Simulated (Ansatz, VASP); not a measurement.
# MgH5W in VASP and in Ansatz

```
CELL_PARAMETERS angstrom
3.60930 0.00000 0.00000
-1.80465 3.12575 0.00000
0.00000 0.00000 7.28144
ATOMIC_POSITIONS crystal
Mg 0.00000 0.00000 0.50000
H 0.50000 0.00000 0.00000
H 0.00000 0.50000 0.00000
H 0.50000 0.50000 0.00000
H 0.00000 0.00000 0.75329
H 0.00000 0.00000 0.24671
W 0.00000 0.00000 0.00000
```

Alike in both runs: functional PBE; k mesh 6 × 6 × 4; occupations gaussian, width 0.1 eV; no spin polarisation.

Ansatz relaxed the structure, and its values are those at the end. VASP's run is a single point on that final structure, the one shown.

|  | VASP | Ansatz |
| --- | --- | --- |
| version | VASP 6.6.1 | Ansatz 0.2.0 |
| potentials or method | VASP PAW PBE potentials, release 64 (Mg, H, W_sv), cutoff 520 eV | scalar-relativistic, plane waves, PAW |
| valence electrons in the cell | 21 | 29 |

|  | VASP | Ansatz | Ansatz less VASP |
| --- | --- | --- | --- |
| gap on the k mesh at the Fermi level (eV) | none | none | - |
| pressure (GPa) | 0.0 | 0.0 | +0.03 |
| rms of the force components (eV/Å) | 0.001 | 0.003 | +0.0025 |

A gap of «none» marks a metal or a gap that the smearing closes. VASP's potentials hold 21 valence electrons a cell and Ansatz's 29, so a difference there can come from the potentials and not from the codes.

Neither program's run includes spin-orbit coupling.
